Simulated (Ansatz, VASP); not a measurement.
**B in VASP and in Ansatz**

File INCAR:

```
SYSTEM = B
PREC = Accurate
ENCUT = 600
EDIFF = 1E-6
ISMEAR = 0
SIGMA = 0.1
LREAL = .False.
LASPH = .True.
NELM = 80
ALGO = Normal
ISIF = 3
LWAVE = .False.
LCHARG = .False.
GGA = PE
IBRION = 2
NSW = 100
EDIFFG = -0.01
```

File KPOINTS:

```
regular mesh
0
Gamma
  20 20 20
  0 0 0
```

File POSCAR:

```
B
1.0
   -1.5633985791      1.5633985791      2.7263026806
    1.5633985791     -1.5633985791      2.7263026806
    1.5633985791      1.5633985791     -2.7263026806
B
3
Direct
    0.3459976736      0.3459976736      0.0000000000
    0.7500000000      0.2500000000      0.5000000000
    0.6540023264      0.6540023264      0.0000000000
```

Input for Ansatz:

```yaml
crystal:
  lattice:
    - [-1.5633985791, 1.5633985791, 2.7263026806]
    - [1.5633985791, -1.5633985791, 2.7263026806]
    - [1.5633985791, 1.5633985791, -2.7263026806]
  atoms:
    - { symbol: B, position: [0.3459976736, 0.3459976736, 0.0] }
    - { symbol: B, position: [0.75, 0.25, 0.5] }
    - { symbol: B, position: [0.6540023264, 0.6540023264, 0.0] }
basis:
  ecutwfc: 420
kpoints:
  mp_grid: { grid: [20, 20, 20] }
hamiltonian:
  xc: pbe
scf:
  occupations: { method: gaussian, width: 0.1 }
output:
  forces: true
  stress: true
  eigenvalues: true
relax:
  adjacent_minimum: "off"
  f_tol: 0.01
  max_steps: 80
  cell: { stress_tol: 0.05 }
```

Alike in both runs: task relaxation of cell and atoms; functional PBE; k mesh 20 × 20 × 20; occupations gaussian, width 0.1 eV; no spin polarisation.

|  | VASP | Ansatz |
| --- | --- | --- |
| version | VASP 6.6.1 | Ansatz 0.2.0 |
| potentials or method | VASP PAW PBE potentials, release 64 (B), cutoff 600 eV | scalar-relativistic, plane waves, PAW |
| valence electrons in the cell | 9 | 9 |

|  | VASP | Ansatz | Ansatz less VASP |
| --- | --- | --- | --- |
| gap on the k mesh at the Fermi level, each at its own relaxed structure (eV) | none | none | - |
| relaxed volume (Å³/atom) | 8.86 | 8.86 | +0.003 |
| relaxed cell length with the largest relative difference (Å) | 3.500 | 3.501 | +0.0009 |

A gap of «none» marks a metal or a gap that the smearing closes.
